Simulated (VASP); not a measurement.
# Ba2Be (I4/mmm) in VASP: notebook, part 2 of 2

VASP 6.6.1. The steps go on from the part before.

## 4. Relaxation of cell and atoms, r2SCAN

The input, POSCAR:

```
Ba2Be
1.0
   -2.3698172867      2.3698172867      3.8867440333
    2.3698172867     -2.3698172867      3.8867440333
    2.3698172867      2.3698172867     -3.8867440333
Ba Be
2 1
Direct
    0.5930000000      0.5930000000      0.0000000000
    0.4070000000      0.4070000000      0.0000000000
    0.0000000000      0.0000000000      0.0000000000
```

The input, INCAR.step1:

```
  PREC = Accurate
  ENCUT = 600
  ISMEAR = 0
  SIGMA = 0.1
  LREAL = False
  LASPH = True
  NELM = 100
  GGA = PE
  ALGO = Normal
  EDIFF = 1E-4
  LWAVE = True
  LCHARG = False
```

The input, INCAR.step2:

```
  PREC = Accurate
  ENCUT = 600
  EDIFF = 1E-7
  ISMEAR = 0
  SIGMA = 0.1
  LREAL = False
  LASPH = True
  NELM = 100
  ALGO = Normal
  ISIF = 3
  LWAVE = False
  LCHARG = False
  METAGGA = R2SCAN
  LMIXTAU = True
  IBRION = 2
  NSW = 90
  EDIFFG = -0.04
  ISTART = 1
```

The input, KPOINTS:

```
Automatic mesh
0
Gamma
  6 6 6
```

Potentials or basis: VASP PAW PBE potentials, release 64 (Ba_sv, Be).

The run is started by

```
> cat potpaw_PBE.64/Ba_sv/POTCAR potpaw_PBE.64/Be/POTCAR > POTCAR
> cp INCAR.step1 INCAR
> mpirun -np 1 vasp_std > vasp.out
> cp INCAR.step2 INCAR
> mpirun -np 1 vasp_std > vasp.out
```

OUTCAR:

```text
PREC = Accurate
   ENCUT = 600
   EDIFF = 1E-7
   ISMEAR = 0
   LREAL = False
   LASPH = True
   NELM = 100
   ISIF = 3
   METAGGA = R2SCAN
   IBRION = 2
   NSW = 90
   EDIFFG = -0.04
   ISTART = 1

 ion  position               nearest neighbor table
   1  0.593  0.593  0.000-   2 1.45   3 3.16   3 3.43   3 3.43   3 3.43   3 3.43   2 4.15   2 4.15
                             2 4.15   2 4.15
   2  0.407  0.407  0.000-   1 1.45   3 3.16   3 3.43   3 3.43   3 3.43   3 3.43   1 4.15   1 4.15
                             1 4.15   1 4.15
   3  0.000  0.000  0.000-   1 3.16   2 3.16   1 3.43   2 3.43   1 3.43   1 3.43   1 3.43   2 3.43
                             2 3.43   2 3.43

 -----------------------------------------------------------------------------
|                                                                             |
|           W    W    AA    RRRRR   N    N  II  N    N   GGGG   !!!           |
|           W    W   A  A   R    R  NN   N  II  NN   N  G    G  !!!           |
|           W    W  A    A  R    R  N N  N  II  N N  N  G       !!!           |
|           W WW W  AAAAAA  RRRRR   N  N N  II  N  N N  G  GGG   !            |
|           WW  WW  A    A  R   R   N   NN  II  N   NN  G    G                |
|           W    W  A    A  R    R  N    N  II  N    N   GGGG   !!!           |
|                                                                             |
|     The distance between some ions is very small. Please check the          |
|     nearest-neighbor list in the OUTCAR file.                               |
|     I HOPE YOU KNOW WHAT YOU ARE DOING!                                     |
|                                                                             |
 -----------------------------------------------------------------------------

[... 728 lines left out ...]
      0.00000      0.00000     46.60430        -0.000000      0.000000     -0.000000
 -----------------------------------------------------------------------------------
    total drift:                                0.000000      0.000000     -0.000000
[... 433 lines left out ...]
      4     -15.7939      2.00000
      5     -15.7811      2.00000
      6     -15.7306      2.00000
      7     -15.3743      2.00000
      8     -14.4525      2.00000
      9      -2.5039      2.00000
     10      -1.2087      2.00000
     11      -0.7629      2.00000
     12      -0.1781      0.44134
     13       0.3722      0.00000
     14       0.4630      0.00000
     15       0.5480      0.00000

 [... further k-points ...]

[... ionic steps 4 to 20 ...]

--------------------------------------- Ionic step       21  -------------------------------------------

 number of electron      21.9999999 magnetization

------------------------ aborting loop because EDIFF is reached ----------------------------------------
[... 69 lines left out ...]
--------------------------------------- Ionic step       23  -------------------------------------------

 number of electron      21.9999989 magnetization

 Free energy of the ion-electron system (eV)
  ---------------------------------------------------
  ext. energy  EPLUGINS =         0.00000000
  ---------------------------------------------------
  free energy    TOTEN  =       -53.41286828 eV

  energy without entropy =      -53.39534693  energy(sigma->0) =      -53.40410761

 E-fermi :   1.3250     XC(G=0):  -7.6663

 val. band max:        1.3059803688   @ k =   0.5000   0.0000  -0.0000
 cond. band min:       1.3586915742   @ k =   0.3333   0.1667  -0.0000
 fundamental gap:      0.0527112054
 Fermi energy:         1.3249634838
[... 462 lines left out ...]
  FREE ENERGIE OF THE ION-ELECTRON SYSTEM (eV)
  ---------------------------------------------------
  free  energy   TOTEN  =       -53.4128682816 eV

  energy  without entropy=      -53.3953469345  energy(sigma->0) =      -53.40410761

 reached required accuracy - stopping structural energy minimisation
```

OUTCAR.step1:

```text
PREC = Accurate
   ENCUT = 600
   ISMEAR = 0
   LREAL = False
   LASPH = True
[... 676 lines left out ...]
      0.00000      0.00000      4.60968        -0.000000     -0.000000    259.001512
      0.00000      0.00000      3.16381         0.000000      0.000000   -259.001512
      0.00000      0.00000      0.00000         0.000000      0.000000      0.000000
 -----------------------------------------------------------------------------------
    total drift:                               -0.000000     -0.000000      0.000000

  FREE ENERGIE OF THE ION-ELECTRON SYSTEM (eV)
  ---------------------------------------------------
  free  energy   TOTEN  =        84.9674310146 eV

  energy  without entropy=       84.9778922481  energy(sigma->0) =       84.97266163
```

It took 81 min on 1 thread of Intel Xeon 6975P-C (Granite Rapids), shared host; peak memory 0.37 GiB.

Results:

| Quantity | Value |
| --- | --- |
| Free energy | -53.4129 eV |
| Relaxed volume | 49.76 Å³/atom |
| Relaxed cell | a = 9.611 Å, b = 9.611 Å, c = 9.611 Å, α = 155.78°, β = 155.78°, γ = 34.52° |
| Space group after relaxing (to 0.05 Å) | I4/mmm (No. 139) |
| Energy gained by relaxing | 30010.8 meV/atom |
| Ionic steps | 23 |
| Pressure after relaxing | 0.0 GPa |
| Largest force after relaxing | 0.011 eV/Å |
| Band gap on the k mesh | zero (band 11 reaches 1.47 eV, above the bottom of band 12 at 1.02 eV) |

Forces in eV/Å, atoms in the order of the input:
```
Ba   0.000  0.000 -0.011
Ba   0.000  0.000  0.011
Be   0.000  0.000  0.000
```

Step by step:
| step | energy change (eV) | largest force (eV/Å) | pressure (GPa) | volume (Å³) |
| --- | --- | --- | --- | --- |
| 1 | 0.0000 | 263.5037 | 222.99 | 87.31 |
| 2 | 28.7828 | 3.5267 | -16.51 | 498.55 |
| 3 | 5.8657 | 0.0681 | -31.09 | 440.02 |
| 4 | -21.4438 | 0.3314 | -29.13 | 398.77 |
| 5 | -8.4411 | 149.8558 | 60.53 | 255.64 |
| 6 | -35.8673 | 0.0276 | -27.54 | 374.60 |
| 7 | -65.4254 | 0.2326 | -21.33 | 317.18 |
| 8 | -76.9787 | 0.4664 | -15.68 | 286.93 |
| 9 | -80.2407 | 1.2891 | -11.33 | 271.41 |
| 10 | -80.5024 | 3.7812 | -8.33 | 263.56 |
| 11 | -80.1134 | 4.1895 | -6.44 | 259.61 |
| 12 | -78.5688 | 16.2764 | 16.91 | 161.61 |
| 13 | -81.6712 | 5.8725 | -0.12 | 222.32 |
| 14 | -81.8124 | 6.7729 | 2.66 | 207.15 |
| 15 | -86.0383 | 5.0311 | 2.62 | 188.33 |
| 16 | -89.7819 | 1.0074 | 0.94 | 153.24 |
| 17 | -89.8725 | 0.0490 | 1.46 | 146.05 |
| 18 | -89.8836 | 0.2538 | 1.31 | 147.51 |
| 19 | -89.9951 | 0.2099 | -0.80 | 159.39 |
| 20 | -90.0133 | 0.2134 | -0.22 | 156.13 |
| 21 | -90.0133 | 0.2134 | -0.25 | 156.30 |
| 22 | -90.0232 | 0.1409 | -0.19 | 153.98 |
| 23 | -90.0323 | 0.0107 | -0.05 | 149.27 |

Final structure:
```
Ba Be
1.0
    -2.01640    2.01640    9.17840
     2.01640   -2.01640    9.17840
     2.01640    2.01640   -9.17840
Ba Be
2 1
Direct
  0.16140 0.16140 0.00000
  0.83860 0.83860 0.00000
  0.00000 0.00000 0.00000
```

Levels at points of the mesh, in eV from the Fermi level:
| k point | band 9 | band 10 | band 11 | band 12 | band 13 | band 14 |
| --- | --- | --- | --- | --- | --- | --- |
| (0.00, 0.00, 0.00) | -3.85 | -1.46 | -0.95 | 0.18 | 0.31 | 1.14 |
| (0.50, 0.00, 0.00) | -2.51 | -0.99 | -0.18 | -0.02 | 0.92 | 1.25 |
| (0.50, 0.50, 0.00) | -1.51 | -0.70 | -0.50 | -0.30 | 0.23 | 0.46 |
| (0.50, 0.50, 0.50) | -3.58 | -2.25 | -0.90 | 0.29 | 0.69 | 1.18 |

Caveat: the volume moved by over 15 % at a fixed basis, so the end points are rough; the PAW data sets were made with another functional, which shifts forces and pressure a little; spin-orbit coupling is left out, which moves the levels of the heavy elements.

## 5. The runs side by side

```csv
task,cell,cutoff (eV),gap on the mesh (eV),pressure (GPa),largest force (eV/Å)
single point,"a = 5.132 Å, angles 125.0, 125.0, 81.5°, 3 atoms",520,none,223.0,263.51
single point,"a = 8.190 Å, angles 151.5, 151.5, 40.8°, 3 atoms",520,none,0.2,0.06
relaxation of cell and atoms,"relaxed from a = 5.132 Å, angles 125.0, 125.0, 81.5°, 3 atoms",600,none,0.0,0.01
```

Alike in all rows: level r2SCAN; potentials or basis VASP PAW PBE potentials, release 64 (Ba_sv, Be); no spin polarisation; k mesh 6 × 6 × 6; smearing gaussian 0.1 eV.

Caveats: some runs use coarse meshes; the PAW data sets were made with another functional, which shifts forces and pressure a little; spin-orbit coupling is left out, which moves the levels of the heavy elements; the volume moved by over 15 % at a fixed basis, so the end points are rough (some runs).

Total energies depend on the potentials used, so only differences within one code and one set of settings carry meaning.
